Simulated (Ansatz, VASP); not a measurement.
## One calculation of Nb, two programs

The input INCAR:

```
SYSTEM = Nb
ALGO = Normal
EDIFF = 1E-6
ENCUT = 500
GGA = PS
GGA_COMPAT = .False.
ISIF = 2
ISMEAR = 1
LASPH = .True.
LCHARG = .False.
LREAL = .False.
LWAVE = .False.
NBANDS = 12
NELM = 120
PREC = Accurate
SIGMA = 0.023
```

KPOINTS

```
k-points
0
Gamma
  10 10 10
  0 0 0
```

Contents of POSCAR:

```
Nb
1.0
   -1.6588161896      1.6588161896      1.6588161896
    1.6588161896     -1.6588161896      1.6588161896
    1.6588161896      1.6588161896     -1.6588161896
Nb
1
Direct
    0.0000000000      0.0000000000      0.0000000000
```

Input for Ansatz:

```yaml
crystal:
  lattice:
    - [-1.6588161896, 1.6588161896, 1.6588161896]
    - [1.6588161896, -1.6588161896, 1.6588161896]
    - [1.6588161896, 1.6588161896, -1.6588161896]
  atoms:
    - { symbol: Nb, position: [0.0, 0.0, 0.0] }
basis:
  ecutwfc: 420
kpoints:
  mp_grid: { grid: [10, 10, 10] }
hamiltonian:
  xc: pbesol
scf:
  occupations: { method: cold, width: 0.023 }
  max_iter: 56
output:
  forces: true
  stress: true
  eigenvalues: true
```

Alike in both runs: task single point; functional PBEsol; k mesh 10 × 10 × 10; no spin polarisation.

|  | VASP | Ansatz |
| --- | --- | --- |
| version | VASP 6.6.1 | Ansatz 0.2.0 |
| potentials or method | VASP PAW PBE potentials, release 64 (Nb_sv), cutoff 500 eV | scalar-relativistic, plane waves, PAW |
| occupations | methfessel-paxton of order 1, width 0.023 eV | cold, width 0.023 eV |
| valence electrons in the cell | 13 | 13 |

```tsv
	VASP	Ansatz	Ansatz less VASP
gap on the k mesh at the Fermi level (eV)	none	none	-
pressure (GPa)	-7.1	-6.7	+0.38
```

VASP's potentials were made for PBE, not for PBEsol. A gap of «none» marks a metal or a gap that the smearing closes.
